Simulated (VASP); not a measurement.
# HPt6 in VASP: a series of runs

HPt6 is run at these levels: PBE; tasks: single point.

All numbers are computed with VASP 6.6.1; they aren't measurements. Logs are shortened: lines on timing, memory, paths and dates and some standing lists are left out, and cuts for length are marked.

## (1) The cell of the first run

The cell holds a slab with vacuum, 14 atoms: a = 5.614 Å, b = 5.614 Å, c = 21.851 Å, α = 90.00°, β = 90.00°, γ = 90.00°.

## (2) Single point, PBE

The input, INCAR:

```
PREC = Accurate
ENCUT = 520
EDIFF = 1E-7
ISMEAR = 0
SIGMA = 0.1
LREAL = False
LASPH = True
NELM = 60
ALGO = Normal
ISIF = 2
LWAVE = False
LCHARG = False
LDIPOL = True
IDIPOL = 3
DIPOL = 0.5 0.5 0.289
GGA = PE
NBANDS = 74
```

The input, KPOINTS:

```
Automatic mesh
0
Gamma
  5 5 1
```

The input, POSCAR:

```
HPt6
1.0
    5.6143281343      0.0000000000      0.0000000000
    0.0000000000      5.6143281343      0.0000000000
    0.0000000000      0.0000000000     21.8513792319
Pt H
12 2
Direct
    0.2500000000      0.2500000000      0.1830548066
    0.2500000000      0.7500000000      0.1830548066
    0.7500000000      0.2500000000      0.1830548066
    0.7500000000      0.7500000000      0.1830548066
    0.0000000000      0.0000000000      0.2712126041
    0.0000000000      0.5000000000      0.2712126041
    0.5000000000      0.0000000000      0.2712126041
    0.5000000000      0.5000000000      0.2712126041
    0.2500000000      0.2500000000      0.3593081768
    0.2500000000      0.7500000000      0.3593081768
    0.7500000000      0.2500000000      0.3593081768
    0.7500000000      0.7500000000      0.3593081768
   -0.1331414877      0.0000000000      0.3945462271
    0.1331414877      0.0000000000      0.3945462271
```

Potentials or basis: VASP PAW PBE potentials, release 64 (Pt, H).

Run with:

```bash
$ cat potpaw_PBE.64/Pt/POTCAR potpaw_PBE.64/H/POTCAR > POTCAR
$ mpirun -np 1 vasp_std > vasp.out
```

OUTCAR:

```text
PREC = Accurate
   ENCUT = 520
   EDIFF = 1E-7
   ISMEAR = 0
   LREAL = False
   LASPH = True
   NELM = 60
   ISIF = 2
   GGA = PE

 ion  position               nearest neighbor table
   1  0.250  0.250  0.183-   5 2.77   6 2.77   7 2.77   8 2.77   2 2.81   3 2.81   2 2.81   3 2.81

   2  0.250  0.750  0.183-   5 2.77   6 2.77   7 2.77   8 2.77   1 2.81   4 2.81   1 2.81   4 2.81

   3  0.750  0.250  0.183-   5 2.77   6 2.77   7 2.77   8 2.77   1 2.81   4 2.81   4 2.81   1 2.81

   4  0.750  0.750  0.183-   5 2.77   6 2.77   7 2.77   8 2.77   2 2.81   3 2.81   3 2.81   2 2.81

   5  0.000  0.000  0.271-   9 2.77  10 2.77  11 2.77  12 2.77   1 2.77   2 2.77   3 2.77   4 2.77
                             6 2.81   7 2.81   6 2.81   7 2.81
   6  0.000  0.500  0.271-   9 2.77  10 2.77  11 2.77  12 2.77   1 2.77   2 2.77   3 2.77   4 2.77
                             5 2.81   8 2.81   5 2.81   8 2.81
   7  0.500  0.000  0.271-   9 2.77  10 2.77  11 2.77  12 2.77   1 2.77   2 2.77   3 2.77   4 2.77
                             5 2.81   8 2.81   8 2.81   5 2.81
   8  0.500  0.500  0.271-   9 2.77  10 2.77  11 2.77  12 2.77   1 2.77   2 2.77   3 2.77   4 2.77
                             6 2.81   7 2.81   7 2.81   6 2.81
   9  0.250  0.250  0.359-  14 1.73   6 2.77   7 2.77   8 2.77   5 2.77  11 2.81  10 2.81  10 2.81
                            11 2.81
  10  0.250  0.750  0.359-  14 1.73   6 2.77   7 2.77   8 2.77   5 2.77  12 2.81   9 2.81   9 2.81
                            12 2.81
  11  0.750  0.250  0.359-  13 1.73   6 2.77   7 2.77   8 2.77   5 2.77  12 2.81   9 2.81  12 2.81
                             9 2.81
  12  0.750  0.750  0.359-  13 1.73   6 2.77   7 2.77   8 2.77   5 2.77  11 2.81  10 2.81  11 2.81
                            10 2.81
  13  0.867  0.000  0.395-  11 1.73  12 1.73
  14  0.133  0.000  0.395-   9 1.73  10 1.73

  LATTYP: Found a simple tetragonal cell.
 ALAT       =     5.6143281343
 C/A-ratio  =     3.8920737636

  Lattice vectors:

 A1 = (   5.6143281343,   0.0000000000,   0.0000000000)
 A2 = (   0.0000000000,   5.6143281343,   0.0000000000)
 A3 = (   0.0000000000,   0.0000000000,  21.8513792319)

Analysis of symmetry for initial positions (statically):
=====================================================================
 Subroutine PRICEL returns:
 Original cell was already a primitive cell.

 Routine SETGRP: Setting up the symmetry group for a
 simple tetragonal supercell.

 Subroutine GETGRP returns: Found  4 space group operations
 (whereof  4 operations were pure point group operations)
 out of a pool of 16 trial point group operations.

The static configuration has the point symmetry C_2v.

Analysis of symmetry for dynamics (positions and initial velocities):
=====================================================================
 Subroutine PRICEL returns:
 Original cell was already a primitive cell.

 Routine SETGRP: Setting up the symmetry group for a
 simple tetragonal supercell.

 Subroutine GETGRP returns: Found  4 space group operations
 (whereof  4 operations were pure point group operations)
 out of a pool of 16 trial point group operations.

The dynamic configuration has the point symmetry C_2v.

 Subroutine INISYM returns: Found  4 space group operations
 (whereof  4 operations are pure point group operations),
 and found     1 'primitive' translations

----------------------------------------------------------------------------------------

                                     Primitive cell

  volume of cell :     688.7703

  direct lattice vectors                    reciprocal lattice vectors
     5.614328134  0.000000000  0.000000000     0.178115703  0.000000000  0.000000000
     0.000000000  5.614328134  0.000000000     0.000000000  0.178115703  0.000000000
     0.000000000  0.000000000 21.851379232     0.000000000  0.000000000  0.045763702

  length of vectors
     5.614328134  5.614328134 21.851379232     0.178115703  0.178115703  0.045763702

  position of ions in fractional coordinates (direct lattice)
     0.250000000  0.250000000  0.183054807
     0.250000000  0.750000000  0.183054807
     0.750000000  0.250000000  0.183054807
     0.750000000  0.750000000  0.183054807
     0.000000000  0.000000000  0.271212604
     0.000000000  0.500000000  0.271212604
     0.500000000  0.000000000  0.271212604
     0.500000000  0.500000000  0.271212604
     0.250000000  0.250000000  0.359308177
     0.250000000  0.750000000  0.359308177
     0.750000000  0.250000000  0.359308177
     0.750000000  0.750000000  0.359308177
     0.866858512  0.000000000  0.394546227
     0.133141488  0.000000000  0.394546227

  ion indices of the primitive-cell ions
   primitive index   ion index
                 1           1
                 2           2
                 3           3
                 4           4
                 5           5
                 6           6
                 7           7
                 8           8
                 9           9
                10          10
                11          11
                12          12
                13          13
                14          14

----------------------------------------------------------------------------------------

 KPOINTS: Automatic mesh

Automatic generation of k-mesh.
 Grid dimensions read from file:
 generate k-points for:    5    5    1

 Generating k-lattice:

  Cartesian coordinates                     Fractional coordinates (reciprocal lattice)
     0.035623141  0.000000000  0.000000000     0.200000000  0.000000000  0.000000000
     0.000000000  0.035623141  0.000000000     0.000000000  0.200000000  0.000000000
     0.000000000  0.000000000  0.045763702     0.000000000  0.000000000  1.000000000

  Length of vectors
     0.035623141  0.035623141  0.045763702

  Shift w.r.t. Gamma in fractional coordinates (k-lattice)
     0.000000000  0.000000000  0.000000000

 Subroutine IBZKPT returns following result:
 ===========================================

 Found      9 irreducible k-points:

 Following reciprocal coordinates:
            Coordinates               Weight
  0.000000  0.000000  0.000000      1.000000
  0.200000  0.000000  0.000000      2.000000
  0.000000  0.200000  0.000000      2.000000
  0.400000  0.000000  0.000000      2.000000
  0.000000  0.400000  0.000000      2.000000
  0.200000  0.200000  0.000000      4.000000
  0.400000  0.200000  0.000000      4.000000
 -0.200000  0.400000  0.000000      4.000000
  0.400000  0.400000  0.000000      4.000000
   k-points           NKPTS =      9   k-points in BZ     NKDIM =      9   number of bands    NBANDS=     74
   number of dos      NEDOS =    301   number of ions     NIONS =     14
   total plane-waves  NPLWV = 296352
   dimension x,y,z NGX =    42 NGY =   42 NGZ =  168
   dimension x,y,z NGXF=    84 NGYF=   84 NGZF=  336
   ions per type =              12   2
   NGX,Y,Z   is equivalent  to a cutoff of  12.44, 12.44, 12.78 a.u.
   NGXF,Y,Z  is equivalent  to a cutoff of  24.87, 24.87, 25.56 a.u.
 SYSTEM =  unknown system
   PREC   = accura    normal or accurate (medium, high low for compatibility)
   ISTART =      0    job   : 0-new  1-cont  2-samecut
   ICHARG =      2    charge: 1-file 2-atom 10-const
   ISPIN  =      1    spin polarized calculation?
   LNONCOLLINEAR =      F non collinear calculations
   LSORBIT =      F    spin-orbit coupling
   LASPH  =      T    aspherical Exc in radial PAW
   ENCUT  =  520.0 eV  38.22 Ry    6.18 a.u.  10.44 10.44 40.63*2*pi/ulx,y,z
   NELM   =     60;   NELMIN=  2; NELMDL= -5     # of ELM steps
   EDIFF  = 0.1E-06   stopping-criterion for ELM
   LREAL  =      F    real-space projection
   EDIFFG = 0.1E-05   stopping-criterion for IOM
   NSW    =      0    number of steps for IOM
   IBRION =     -1    ionic relax: 0-MD 1-quasi-New 2-CG
   NFREE  =      0    steps in history (QN), initial steepest desc. (CG)
   ISIF   =      2    stress and relaxation
   ISYM   =      2    0-nonsym 1-usesym 2-fastsym
   POTIM  = 0.5000    time-step for ionic-motion
   TEBEG  =    0.0;   TEEND  =   0.0 temperature during run
   PSTRESS=    0.0 pullay stress
   NELECT =     122.0000    total number of electrons
   NUPDOWN=      -1.0000    fix difference up-down
   EMIN   =  10.00;   EMAX   =-10.00  energy-range for DOS
   EFERMI =   0.00;   METHOD = LEGACY
   ISMEAR =     0;   SIGMA  =   0.10  broadening in eV -4-tet -1-fermi 0-gaus
   EFERMI_NEDOS =   21; number of points for ismear=-14 and -15
   IALGO  =     38    algorithm
   IMIX   =      4    mixing-type and parameters
     AMIX     =   0.40;   BMIX     =  1.00
     AMIX_MAG =   1.60;   BMIX_MAG =  1.00
  volume/ion in A,a.u.               =      49.20       332.00
  Fermi-wavevector in a.u.,A,eV,Ry     =   0.919397  1.737409 11.500891  0.845292
  Thomas-Fermi vector in A             =   2.044587
   LORBIT       =      0    0 simple, 1 ext, 2 COOP (PROOUT), +10 PAW based schemes
   GGA     = PE    functional components
   LHFCALC =     F    Hartree Fock is set to
   AEXX    =    0.0000 exact exchange contribution
   IVDW    =     0    specifies the selected vdW correction
   LEPSILON=     F    determine dielectric tensor
   LRPA    =     F    only Hartree local field effects (RPA)
 non-spin polarized calculation
 Gauss-broadening in eV      SIGMA  =   0.10
  energy-cutoff  :      520.00
  volume of cell :      688.77
 maximum number of plane-waves:     18583
 NGX is ok and might be reduce to    42
   NGX = 21   NGY = 21   NGZ = 81

 dipolmoment           0.000000      0.000000      0.000105 electrons x Angstroem

 number of electron     122.0000010 magnetization

 dipolmoment           0.000000      0.000000     -0.009017 electrons x Angstroem

 Free energy of the ion-electron system (eV)
  ---------------------------------------------------
  ext. energy  EPLUGINS =         0.00000000
  ---------------------------------------------------
  free energy    TOTEN  =       -73.29969270 eV

  energy without entropy =      -73.15675606  energy(sigma->0) =      -73.22822438

 E-fermi :  -1.1648     XC(G=0):  -4.4964

 val. band max:       -1.1698417763   @ k =   0.4000   0.4000   0.0000
 cond. band min:      -1.1558625569   @ k =   0.0000   0.0000   0.0000
 fundamental gap:      0.0139792193
 Fermi energy:        -1.1647680132

 k-point     1 :       0.0000    0.0000    0.0000
  band No.  band energies     occupation
      1     -10.6857      2.00000
      2      -9.2491      2.00000
      3      -8.0454      2.00000
      4      -7.6870      2.00000
      5      -7.6384      2.00000
      6      -7.4229      2.00000
[... 65 lines left out ...]
     72       2.2542      0.00000
     73       2.5714      0.00000

 k-point     2 :       0.2000    0.0000    0.0000
  band No.  band energies     occupation
      1     -10.5104      2.00000
      2      -9.1432      2.00000
      3      -8.1344      2.00000
      4      -7.7283      2.00000
      5      -7.4442      2.00000
      6      -7.2617      2.00000
[... 524 lines left out ...]
 k-point     9 :       0.4000    0.4000    0.0000
  band No.  band energies     occupation
      1      -9.6996      2.00000
      2      -8.1995      2.00000
      3      -7.6030      2.00000
      4      -7.4925      2.00000
      5      -7.0141      2.00000
      6      -6.9324      2.00000
[... 65 lines left out ...]
     72       2.9131      0.00000
     73       3.9186      0.00000
 [bands above 73 left out]

------------------------ aborting loop because EDIFF is reached ----------------------------------------

 vacuum level on the upper side and lower side of the slab       (xc-potential included)        -0.094        -0.047

  FORCE on cell =-STRESS in cart. coord.  units (eV):
  Direction    XX          YY          ZZ          XY          YZ          ZX
  --------------------------------------------------------------------------------------
  -------------------------------------------------------------------------------------
  Total       -8.3131734     -8.5833842      4.6005306      0.0000000      0.0000000      0.0000000
  in kB      -19.3376184    -19.9661669     10.7014855      0.0000000      0.0000000      0.0000000
  external PRESSURE =      -9.5340999 kB  Pullay stress =       0.0000000 kB

 VOLUME and BASIS-vectors are now :
 -----------------------------------------------------------------------------
  energy-cutoff  :      520.00
  volume of cell :      688.77
      direct lattice vectors                 reciprocal lattice vectors
     5.614328134  0.000000000  0.000000000     0.178115703  0.000000000  0.000000000
     0.000000000  5.614328134  0.000000000     0.000000000  0.178115703  0.000000000
     0.000000000  0.000000000 21.851379232     0.000000000  0.000000000  0.045763702

 POSITION                                       TOTAL-FORCE (eV/Angst)
 -----------------------------------------------------------------------------------
      1.40358      1.40358      4.00000        -0.035768      0.037298     -0.061094
      1.40358      4.21075      4.00000        -0.035768     -0.037298     -0.061094
      4.21075      1.40358      4.00000         0.035768      0.037298     -0.061094
      4.21075      4.21075      4.00000         0.035768     -0.037298     -0.061094
      0.00000      0.00000      5.92637         0.000000     -0.000000     -0.846059
      0.00000      2.80716      5.92637         0.000000     -0.000000     -0.343410
      2.80716      0.00000      5.92637         0.000000     -0.000000     -0.488164
      2.80716      2.80716      5.92637         0.000000     -0.000000      0.145962
      1.40358      1.40358      7.85138         0.177207      0.547402      0.154870
      1.40358      4.21075      7.85138         0.177207     -0.547402      0.154870
      4.21075      1.40358      7.85138        -0.177207      0.547402      0.154870
      4.21075      4.21075      7.85138        -0.177207     -0.547402      0.154870
      4.86683      0.00000      8.62138        -0.693216     -0.000000      0.578284
      0.74750      0.00000      8.62138         0.693216     -0.000000      0.578284
 -----------------------------------------------------------------------------------
    total drift:                                0.000000      0.000000     -0.000147

  FREE ENERGIE OF THE ION-ELECTRON SYSTEM (eV)
  ---------------------------------------------------
  free  energy   TOTEN  =       -73.2996926954 eV

  energy  without entropy=      -73.1567560558  energy(sigma->0) =      -73.22822438

 vacuum level on the upper side and lower side of the slab         4.387         4.432
```

Wall time 22 min (1 thread of Intel Xeon Platinum 8259CL at 2.50GHz (Skylake/Cascade Lake), shared host); peak memory 0.8 GiB.

What came out:

```
Free energy            : -73.2997 eV
Largest force          : 0.903 eV/Å
Band gap on the k mesh : zero (band 61 reaches -1.02 eV, above the bottom of band 62 at -1.25 eV)
```

Forces in eV/Å, atoms in the order of the input:
```
Pt  -0.036  0.037 -0.061
Pt  -0.036 -0.037 -0.061
Pt   0.036  0.037 -0.061
Pt   0.036 -0.037 -0.061
Pt   0.000  0.000 -0.846
Pt   0.000  0.000 -0.343
Pt   0.000  0.000 -0.488
Pt   0.000  0.000  0.146
Pt   0.177  0.547  0.155
Pt   0.177 -0.547  0.155
Pt  -0.177  0.547  0.155
Pt  -0.177 -0.547  0.155
H   -0.693  0.000  0.578
H    0.693  0.000  0.578
```

Caveat: spin-orbit coupling is left out, which moves the levels of the heavy elements.

## (3) Single point, PBE

The input, INCAR:

```
  ALGO = Normal
  DIPOL = 0.5 0.5 0.293
  EDIFF = 1E-6
  ENCUT = 520
  GGA = PE
  IDIPOL = 3
  ISIF = 2
  ISMEAR = 0
  LASPH = T
  LCHARG = T
  LDIPOL = T
  LELF = T
  LREAL = F
  LVACPOTAV = T
  LVHAR = T
  LWAVE = F
  NBANDS = 74
  NELM = 80
  PREC = Accurate
  SIGMA = 0.1
```

The input, KPOINTS:

```
k-points
0
Gamma
  5 5 1
```

Changes to POSCAR since step 2:

```diff
@@ -20,3 +20,3 @@
     0.7500000000      0.7500000000      0.3593081768
-   -0.1331414877      0.0000000000      0.3945462271
-    0.1331414877      0.0000000000      0.3945462271
+   -0.1331414877      0.0000000000      0.4238349961
+    0.1331414877      0.0000000000      0.4238349961
```

Potentials or basis: VASP PAW PBE potentials, release 64 (Pt, H).

Run with:

```bash
$ cat potpaw_PBE.64/Pt/POTCAR potpaw_PBE.64/H/POTCAR > POTCAR
$ mpirun -np 1 vasp_std > vasp.out
```

Wall time 21 min (1 thread of Intel Xeon Platinum 8259CL at 2.50GHz (Skylake/Cascade Lake), shared host); peak memory 0.79 GiB.

Results (log left out):

```yaml
Free_energy: -72.4958 eV
Largest_force: 1.660 eV/Å
Band_gap_on_the_k_mesh: zero (band 61 reaches -0.83 eV, above the bottom of band 62 at -1.20 eV)
```

Forces on the atoms (eV/Å):
```
Pt   0.002  0.039 -0.052
Pt   0.002 -0.039 -0.052
Pt  -0.002  0.039 -0.052
Pt  -0.002 -0.039 -0.052
Pt   0.000  0.000 -0.409
Pt   0.000  0.000 -0.216
Pt   0.000  0.000 -0.333
Pt   0.000  0.000  0.326
Pt  -0.218 -0.364  0.956
Pt  -0.218  0.364  0.956
Pt   0.218 -0.364  0.956
Pt   0.218  0.364  0.956
H   -0.726  0.000 -1.492
H    0.726  0.000 -1.492
```

Levels at points of the mesh, in eV from the Fermi level:
```
           k point  band 57  band 58  band 59  band 60  band 61  band 62  band 63  band 64  band 65  band 66
(0.00, 0.00, 0.00)    -0.01     0.05     0.08     0.08     0.29     0.34     0.71     0.73     0.86     1.26
```

Caveat: spin-orbit coupling is left out, which moves the levels of the heavy elements.

## (4) Single point, PBE

The input, INCAR:

```
PREC = Accurate
ENCUT = 520
EDIFF = 1E-6
ISMEAR = 0
SIGMA = 0.1
LREAL = False
LASPH = True
NELM = 60
ALGO = Normal
ISIF = 2
LWAVE = False
LCHARG = False
LDIPOL = True
IDIPOL = 3
DIPOL = 0.5 0.5 0.287
GGA = PE
NBANDS = 74
```

The input, KPOINTS:

```
Automatic mesh
0
Gamma
  5 5 1
```

Changes to POSCAR since step 3:

```diff
@@ -20,3 +20,3 @@
     0.7500000000      0.7500000000      0.3593081768
-   -0.1331414877      0.0000000000      0.4238349961
-    0.1331414877      0.0000000000      0.4238349961
+   -0.0667933885      0.0000000000      0.3799018425
+    0.0667933885      0.0000000000      0.3799018425
```

Run with:

```bash
$ cat potpaw_PBE.64/Pt/POTCAR potpaw_PBE.64/H/POTCAR > POTCAR
$ mpirun -np 1 vasp_std > vasp.out
```

Wall time 27 min (1 thread of Oxide Virtual Turin-like, shared host); peak memory 0.77 GiB.

It converged, with:

| Quantity | Value |
| --- | --- |
| Free energy | -71.4134 eV |
| Largest force | 5.816 eV/Å |
| Band gap on the k mesh | zero (band 61 reaches -1.03 eV, above the bottom of band 62 at -1.18 eV) |

Forces in eV/Å, atoms in the order of the input:
```
Pt  -0.003  0.018 -0.031
Pt  -0.003 -0.018 -0.031
Pt   0.003  0.018 -0.031
Pt   0.003 -0.018 -0.031
Pt   0.000  0.000 -1.494
Pt   0.000  0.000 -0.459
Pt   0.000  0.000 -0.496
Pt   0.000  0.000  0.174
Pt   0.695  0.861  0.093
Pt   0.695 -0.861  0.093
Pt  -0.695  0.861  0.093
Pt  -0.695 -0.861  0.093
H   -5.727  0.000  1.012
H    5.727  0.000  1.012
```

Levels at points of the mesh, in eV from the Fermi level:
```csv
k point,band 57,band 58,band 59,band 60,band 61,band 62,band 63,band 64
"(0.00, 0.00, 0.00)",-0.04,0.02,0.03,0.08,0.08,0.37,0.62,0.70
```

Caveat: spin-orbit coupling is left out, which moves the levels of the heavy elements.

(Part 1 of 2 ends here.)
